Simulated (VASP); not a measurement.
# CaO: single point with PBEsol

Crystal: CaO.

```
Ca O
1.0
     3.91214    0.00000    0.00000
    -1.95607    3.52630    0.00000
     0.00000    0.00000    4.78484
Ca O
2 2
Direct
  0.33333 0.66667 0.75000
  0.66667 0.33333 0.25000
  0.33333 0.66667 0.25000
  0.66667 0.33333 0.75000
```

This cell differs from its parent crystal: strain -0.0200 x Voigt [1, -1, 0, 0, 0, 0].

```
Program             : VASP 6.6.1
Task                : single point
Functional          : PBEsol
Potentials or basis : VASP PAW PBE potentials, release 64 (Ca_sv, O)
Cutoff              : 520 eV
k mesh              : 9 × 9 × 6
Occupations         : gaussian, width 0.05 eV
Spin                : no spin polarisation
```

```json
{"Pressure": "-1.8 GPa", "Largest force": "0.223 eV/Å", "Band gap on the k mesh": "3.04 eV, direct"}
```

Forces on the atoms (eV/Å):
```
Ca   0.000  0.223  0.000
Ca   0.000 -0.223  0.000
O    0.000  0.164  0.000
O    0.000 -0.164  0.000
```

Stress tensor (GPa, compression positive):
```
-0.12  0.00  0.00
 0.00 -3.20  0.00
 0.00  0.00 -2.00
```

Levels at points of the mesh, in eV from the valence-band top:
```csv
k point,band 12,band 13,band 14,band 15,band 16,band 17,band 18,band 19,band 20,band 21
"(0.00, 0.00, 0.00)",-1.19,-1.17,-1.13,-1.11,0.00,3.04,6.06,6.12,7.68,7.72
"(0.00, 0.00, 0.50)",-1.61,-1.34,-1.34,-1.26,-1.26,4.86,4.86,7.73,7.73,7.80
```

It took 4 min on 1 thread of Oxide Virtual Turin-like Processor (shared host), peak memory 0.22 GiB.

Caveat: the cell differs from its parent crystal (strain -0.0200 x Voigt [1, -1, 0, 0, 0, 0]); the PAW data sets were made with another functional, which shifts forces and pressure a little. A k mesh can miss the band edges.
